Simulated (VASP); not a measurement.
Wanted: the native input for a VASP 6.6.1 run.

```yaml
Task: electric field gradients
Functional: PBE
Potentials_or_basis: VASP PAW PBE potentials, release 64 (Mn_pv, S)
Cutoff: 520 eV
k_mesh: 12 × 12 × 12
Occupations: fermi-dirac, width 0.05 eV
Spin: collinear spin, ferromagnetic start
Starting_moments: "[4.0, 0.0] μB"
Dipole_correction: no
Further_INCAR_settings: ALGO = Normal; EDIFF = 1e-08; NBANDS = 20
```

The structure of MnS (zincblende type) lies in POSCAR:

```
MnS
1.0
    0.0000000000      2.7626382942      2.7626382942
    2.7626382942      0.0000000000      2.7626382942
    2.7626382942      2.7626382942      0.0000000000
Mn S
1 1
Direct
    0.0000000000      0.0000000000      0.0000000000
    0.2500000000      0.2500000000      0.2500000000
```

The input as run:

INCAR

```
ALGO = Normal ; EDIFF = 1E-8
ENCUT = 520 ; GGA = PE
ISIF = 2 ; ISMEAR = -1
ISPIN = 2 ; LASPH = T
LCHARG = F ; LEFG = T
LMAXMIX = 4 ; LORBIT = 11
LREAL = F ; LWAVE = F
MAGMOM = 4 0 ; NBANDS = 20
NELM = 150 ; PREC = Accurate
SIGMA = 0.05
```

KPOINTS

```
k-points
0
Gamma
  12 12 12
```

Potentials or basis: VASP PAW PBE potentials, release 64 (Mn_pv, S).

Launch:

```bash
$ cat potpaw_PBE.64/Mn_pv/POTCAR potpaw_PBE.64/S/POTCAR > POTCAR
$ mpirun -np 1 vasp_std > vasp.out
```

Results of the run:

* Pressure: 2.7 GPa
* Net moment: 4.79 μB per cell
* Site moments: Mn +4.24; S +0.07 μB
* Largest electric field gradient by atom: under 0.05 V/Å² on every atom
* Valence electrons inside the program's atomic spheres: Mn 11.42; S 3.77

Caveat: a cell with one magnetic atom can't hold antiferromagnetic order, which such compounds often take.

Wall time 89 s on 1 thread of Intel(R) Xeon(R) Platinum 8488C (Sapphire Rapids), on a shared host, peak memory 0.24 GiB.
